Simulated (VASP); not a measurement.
# Al (Fm-3m) in VASP: a series of runs, part 2 of 3

VASP 6.6.1. The steps go on from the part before.

## (3) Single point, PBEsol

Contents of INCAR:

```
PREC = Accurate ; ENCUT = 520
EDIFF = 1E-7 ; ISMEAR = -1
SIGMA = 0.08 ; LREAL = False
LASPH = True ; NELM = 80
ALGO = Normal ; ISIF = 2
LWAVE = False ; LCHARG = True
GGA = PS ; LELF = True
LVHAR = True ; NBANDS = 8
```

Contents of KPOINTS:

```
Automatic mesh
0
Gamma
  14 14 14
```

Contents of POSCAR:

```
Al
1.0
    0.0000000000      2.0062383244      2.0062383244
    2.0062383244      0.0000000000      2.0062383244
    2.0062383244      2.0062383244      0.0000000000
Al
1
Direct
    0.0000000000      0.0000000000      0.0000000000
```

Potentials or basis: VASP PAW PBE potentials, release 64 (Al).

Started as:

```sh
> cat potpaw_PBE.64/Al/POTCAR > POTCAR
> mpirun -np 1 vasp_std > vasp.out
```

OUTCAR:

```text
PREC = Accurate
   ENCUT = 520
   EDIFF = 1E-7
   ISMEAR = -1
   LREAL = False
   LASPH = True
   NELM = 80
   ISIF = 2
   GGA = PS

 ion  position               nearest neighbor table
   1  0.000  0.000  0.000-

  LATTYP: Found a face centered cubic cell.
 ALAT       =     4.0124766488

  Lattice vectors:

 A1 = (   0.0000000000,   2.0062383244,   2.0062383244)
 A2 = (   2.0062383244,   0.0000000000,   2.0062383244)
 A3 = (   2.0062383244,   2.0062383244,   0.0000000000)

Analysis of symmetry for initial positions (statically):
=====================================================================
 Subroutine PRICEL returns:
 Original cell was already a primitive cell.

 Routine SETGRP: Setting up the symmetry group for a
 face centered cubic supercell.

 Subroutine GETGRP returns: Found 48 space group operations
 (whereof 48 operations were pure point group operations)
 out of a pool of 48 trial point group operations.

The static configuration has the point symmetry O_h .

Analysis of symmetry for dynamics (positions and initial velocities):
=====================================================================
 Subroutine PRICEL returns:
 Original cell was already a primitive cell.

 Routine SETGRP: Setting up the symmetry group for a
 face centered cubic supercell.

 Subroutine GETGRP returns: Found 48 space group operations
 (whereof 48 operations were pure point group operations)
 out of a pool of 48 trial point group operations.

The dynamic configuration has the point symmetry O_h .

 Subroutine INISYM returns: Found 48 space group operations
 (whereof 48 operations are pure point group operations),
 and found     1 'primitive' translations

----------------------------------------------------------------------------------------

                                     Primitive cell

  volume of cell :      16.1502

  direct lattice vectors                    reciprocal lattice vectors
     0.000000000  2.006238324  2.006238324    -0.249222634  0.249222634  0.249222634
     2.006238324  0.000000000  2.006238324     0.249222634 -0.249222634  0.249222634
     2.006238324  2.006238324  0.000000000     0.249222634  0.249222634 -0.249222634

  length of vectors
     2.837249448  2.837249448  2.837249448     0.431666265  0.431666265  0.431666265

  position of ions in fractional coordinates (direct lattice)
     0.000000000  0.000000000  0.000000000

  ion indices of the primitive-cell ions
   primitive index   ion index
                 1           1

----------------------------------------------------------------------------------------

 KPOINTS: Automatic mesh

Automatic generation of k-mesh.
 Grid dimensions read from file:
 generate k-points for:   14   14   14

 Generating k-lattice:

  Cartesian coordinates                     Fractional coordinates (reciprocal lattice)
    -0.017801617  0.017801617  0.017801617     0.071428571  0.000000000  0.000000000
     0.017801617 -0.017801617  0.017801617     0.000000000  0.071428571  0.000000000
     0.017801617  0.017801617 -0.017801617     0.000000000  0.000000000  0.071428571

  Length of vectors
     0.030833305  0.030833305  0.030833305

  Shift w.r.t. Gamma in fractional coordinates (k-lattice)
     0.000000000  0.000000000  0.000000000

 Subroutine IBZKPT returns following result:
 ===========================================

 Found    104 irreducible k-points:

 Following reciprocal coordinates:
            Coordinates               Weight
  0.000000  0.000000  0.000000      1.000000
  0.071429  0.000000  0.000000      8.000000
  0.142857  0.000000  0.000000      8.000000
  0.214286  0.000000  0.000000      8.000000
  0.285714  0.000000  0.000000      8.000000
  0.357143  0.000000  0.000000      8.000000
[... 16 lines left out ...]
  0.214286  0.142857  0.000000     24.000000
  0.285714  0.142857  0.000000     24.000000
 [... further k-points ...]
   k-points           NKPTS =    104   k-points in BZ     NKDIM =    104   number of bands    NBANDS=      8
   number of dos      NEDOS =    301   number of ions     NIONS =      1
   total plane-waves  NPLWV =  13824
   dimension x,y,z NGX =    24 NGY =   24 NGZ =   24
   dimension x,y,z NGXF=    48 NGYF=   48 NGZF=   48
   ions per type =               1
   NGX,Y,Z   is equivalent  to a cutoff of  14.06, 14.06, 14.06 a.u.
   NGXF,Y,Z  is equivalent  to a cutoff of  28.13, 28.13, 28.13 a.u.
 SYSTEM =  unknown system
   PREC   = accura    normal or accurate (medium, high low for compatibility)
   ISTART =      0    job   : 0-new  1-cont  2-samecut
   ICHARG =      2    charge: 1-file 2-atom 10-const
   ISPIN  =      1    spin polarized calculation?
   LNONCOLLINEAR =      F non collinear calculations
   LSORBIT =      F    spin-orbit coupling
   LASPH  =      T    aspherical Exc in radial PAW
   ENCUT  =  520.0 eV  38.22 Ry    6.18 a.u.   5.28  5.28  5.28*2*pi/ulx,y,z
   NELM   =     80;   NELMIN=  2; NELMDL= -5     # of ELM steps
   EDIFF  = 0.1E-06   stopping-criterion for ELM
   LREAL  =      F    real-space projection
   EDIFFG = 0.1E-05   stopping-criterion for IOM
   NSW    =      0    number of steps for IOM
   IBRION =     -1    ionic relax: 0-MD 1-quasi-New 2-CG
   NFREE  =      0    steps in history (QN), initial steepest desc. (CG)
   ISIF   =      2    stress and relaxation
   ISYM   =      2    0-nonsym 1-usesym 2-fastsym
   POTIM  = 0.5000    time-step for ionic-motion
   TEBEG  =    0.0;   TEEND  =   0.0 temperature during run
   PSTRESS=    0.0 pullay stress
   NELECT =       3.0000    total number of electrons
   NUPDOWN=      -1.0000    fix difference up-down
   EMIN   =  10.00;   EMAX   =-10.00  energy-range for DOS
   EFERMI =   0.00;   METHOD = LEGACY
   ISMEAR =    -1;   SIGMA  =   0.08  broadening in eV -4-tet -1-fermi 0-gaus
   EFERMI_NEDOS =   21; number of points for ismear=-14 and -15
   IALGO  =     38    algorithm
   IMIX   =      4    mixing-type and parameters
     AMIX     =   0.40;   BMIX     =  1.00
     AMIX_MAG =   1.60;   BMIX_MAG =  1.00
  volume/ion in A,a.u.               =      16.15       108.99
  Fermi-wavevector in a.u.,A,eV,Ry     =   0.934091  1.765177 11.871448  0.872527
  Thomas-Fermi vector in A             =   2.060860
   LORBIT       =      0    0 simple, 1 ext, 2 COOP (PROOUT), +10 PAW based schemes
   GGA     = PS    functional components
   LHFCALC =     F    Hartree Fock is set to
   AEXX    =    0.0000 exact exchange contribution
   IVDW    =     0    specifies the selected vdW correction
   LEPSILON=     F    determine dielectric tensor
   LRPA    =     F    only Hartree local field effects (RPA)
 non-spin polarized calculation
  energy-cutoff  :      520.00
  volume of cell :       16.15
 maximum number of plane-waves:       448
 NGX is ok and might be reduce to    24
   NGX = 11   NGY = 11   NGZ = 11

 number of electron       3.0000000 magnetization

 Free energy of the ion-electron system (eV)
  ---------------------------------------------------
  ext. energy  EPLUGINS =         0.00000000
  ---------------------------------------------------
  free energy    TOTEN  =        -4.08997166 eV

  energy without entropy =       -4.08001616  energy(sigma->0) =       -4.08499391

 E-fermi :   8.1496     XC(G=0): -10.3355

 val. band max:        8.1188901372   @ k =  -0.3571   0.4286   0.2143
 cond. band min:       8.1810677787   @ k =   0.5000   0.2857   0.0000
 fundamental gap:      0.0621776414
 Fermi energy:         8.1495575019

 k-point     1 :       0.0000    0.0000    0.0000
  band No.  band energies     occupation
      1      -3.1042      2.00000
      2      20.8879      0.00000
      3      20.8879      0.00000
      4      20.8879      0.00000
      5      22.5424      0.00000
      6      22.5424      0.00000
      7      22.5424      0.00000
      8      24.8152      0.00000

 k-point     2 :       0.0714    0.0000    0.0000
  band No.  band energies     occupation
      1      -2.9636      2.00000
      2      18.7631      0.00000
      3      20.4563      0.00000
      4      20.4563      0.00000
      5      23.1503      0.00000
      6      23.1928      0.00000
      7      23.1928      0.00000
      8      26.2347      0.00000
[... 221 lines left out ...]
 k-point    23 :       0.2143    0.1429    0.0000
  band No.  band energies     occupation
      1      -1.8437      2.00000
      2      15.2112      0.00000
      3      17.1463      0.00000
      4      18.3610      0.00000
      5      20.2368      0.00000
      6      21.2929      0.00000
      7      27.1776      0.00000
      8      27.4823      0.00000

 k-point    24 :       0.2857    0.1429    0.0000
  band No.  band energies     occupation
      1      -1.0561      2.00000
      2      12.5016      0.00000
      3      16.7179      0.00000
      4      18.2119      0.00000
      5      18.7253      0.00000
      6      22.6469      0.00000
      7      26.5708      0.00000
      8      27.1725      0.00000

 [... further k-points ...]
[... 5 lines left out ...]
  --------------------------------------------------------------------------------------
  -------------------------------------------------------------------------------------
  Total        0.0052617      0.0052617      0.0052617      0.0000000      0.0000000      0.0000000
  in kB        0.5219866      0.5219866      0.5219866      0.0000000      0.0000000      0.0000000
  external PRESSURE =       0.5219866 kB  Pullay stress =       0.0000000 kB

 VOLUME and BASIS-vectors are now :
 -----------------------------------------------------------------------------
  energy-cutoff  :      520.00
  volume of cell :       16.15
      direct lattice vectors                 reciprocal lattice vectors
     0.000000000  2.006238324  2.006238324    -0.249222634  0.249222634  0.249222634
     2.006238324  0.000000000  2.006238324     0.249222634 -0.249222634  0.249222634
     2.006238324  2.006238324  0.000000000     0.249222634  0.249222634 -0.249222634

 POSITION                                       TOTAL-FORCE (eV/Angst)
 -----------------------------------------------------------------------------------
      0.00000      0.00000      0.00000         0.000000      0.000000     -0.000000
 -----------------------------------------------------------------------------------
    total drift:                               -0.000000      0.000000      0.000000

  FREE ENERGIE OF THE ION-ELECTRON SYSTEM (eV)
  ---------------------------------------------------
  free  energy   TOTEN  =        -4.0899716642 eV

  energy  without entropy=       -4.0800161638  energy(sigma->0) =       -4.08499391
```

OSZICAR:

```text
N       E                     dE             d eps       ncg     rms          rms(c)
DAV:   1    -0.272665606446E+01   -0.27267E+01   -0.87603E+02  1688   0.206E+02
DAV:   2    -0.411241816604E+01   -0.13858E+01   -0.13492E+01  2336   0.188E+01
DAV:   3    -0.411913296922E+01   -0.67148E-02   -0.67130E-02  2120   0.146E+00
DAV:   4    -0.411914613127E+01   -0.13162E-04   -0.13161E-04  2584   0.598E-02
DAV:   5    -0.411914615998E+01   -0.28712E-07   -0.29432E-07  2136   0.151E-03    0.143E+00
DAV:   6    -0.410173753331E+01    0.17409E-01   -0.21484E-03  2208   0.193E-01    0.815E-01
DAV:   7    -0.408998880038E+01    0.11749E-01   -0.58701E-03  2176   0.310E-01    0.172E-01
DAV:   8    -0.408997264547E+01    0.16155E-04   -0.20583E-05  2496   0.308E-02    0.112E-02
DAV:   9    -0.408997190777E+01    0.73770E-06   -0.34973E-07  2352   0.272E-03    0.813E-04
DAV:  10    -0.408997166117E+01    0.24660E-06   -0.38389E-09  2184   0.384E-04    0.312E-04
DAV:  11    -0.408997166421E+01   -0.30357E-08   -0.86700E-11  1288   0.510E-05
   1 F= -.40899717E+01 E0= -.40849939E+01  d E =-.995550E-02
```

Run time: 7 s. Hardware: 1 thread of Intel Xeon 6975P-C, shared host; peak memory 0.13 GiB.

Results:

| Quantity | Value |
| --- | --- |
| Free energy | -4.0900 eV |
| Pressure | 0.1 GPa |

Caveat: the PAW data sets were made with another functional, which shifts forces and pressure a little.

## (4) Relaxation of cell and atoms, PBEsol

This run uses another cell than the first one, of 16.60 Å³/atom, 1.028 times its volume.

Contents of INCAR:

```
SYSTEM = Al
  ALGO = Normal
  EDIFF = 1E-6
  EDIFFG = -0.002
  ENCUT = 600
  GGA = PS
  IBRION = 2
  ISIF = 3
  ISMEAR = -1
  LASPH = .TRUE.
  LCHARG = .FALSE.
  LREAL = .FALSE.
  LWAVE = .FALSE.
  NELM = 100
  NSW = 100
  PREC = Accurate
  SIGMA = 0.08
```

Contents of KPOINTS:

```
k-points
0
G
  14 14 14
  0 0 0
```

Contents of POSCAR:

```
Al
1.0
    0.0000000000      2.0248050000      2.0248050000
    2.0248050000      0.0000000000      2.0248050000
    2.0248050000      2.0248050000      0.0000000000
Al
1
Direct
    0.0000000000      0.0000000000      0.0000000000
```

Started as:

```sh
> cat potpaw_PBE.64/Al/POTCAR > POTCAR
> mpirun -np 1 vasp_std > vasp.out
```

Wall time 9.8 s (1 thread of Intel Xeon 6975P-C, shared host); peak memory 0.14 GiB.

Results (log left out):

* Free energy: -4.0901 eV
* Relaxed volume: 16.16 Å³/atom
* Relaxed cell: a = 2.838 Å, b = 2.838 Å, c = 2.838 Å, α = 60.00°, β = 60.00°, γ = 60.00°
* Space group after relaxing (to 0.05 Å): Fm-3m (No. 225)
* Energy gained by relaxing: 2.9 meV/atom
* Ionic steps: 3
* Pressure after relaxing: 0.0 GPa

Step by step:
```csv
step,energy change (eV),largest force (eV/Å),pressure (GPa),volume (Å³)
1,0.0000,0.0000,-2.08,16.60
2,-0.0029,0.0000,0.36,16.09
3,-0.0029,0.0000,0.00,16.16
```

Final structure:
```xyz
1
Lattice="0.0000 2.0067 2.0067 2.0067 0.0000 2.0067 2.0067 2.0067 0.0000" Properties=species:S:1:pos:R:3 pbc="T T T"
Al    0.0000    0.0000    0.0000
```

Levels at points of the mesh, in eV from the Fermi level:
| k point | band 1 | band 2 | band 3 | band 4 | band 5 |
| --- | --- | --- | --- | --- | --- |
| (0.00, 0.00, 0.00) | -11.25 | 12.73 | 12.73 | 12.73 | 14.38 |
| (0.50, 0.00, 0.00) | -4.65 | -4.38 | 11.56 | 11.64 | 11.64 |
| (0.50, 0.50, 0.00) | -2.94 | -1.59 | 5.28 | 5.71 | 5.71 |

Caveat: the PAW data sets were made with another functional, which shifts forces and pressure a little.

[end of part 2 of 3]
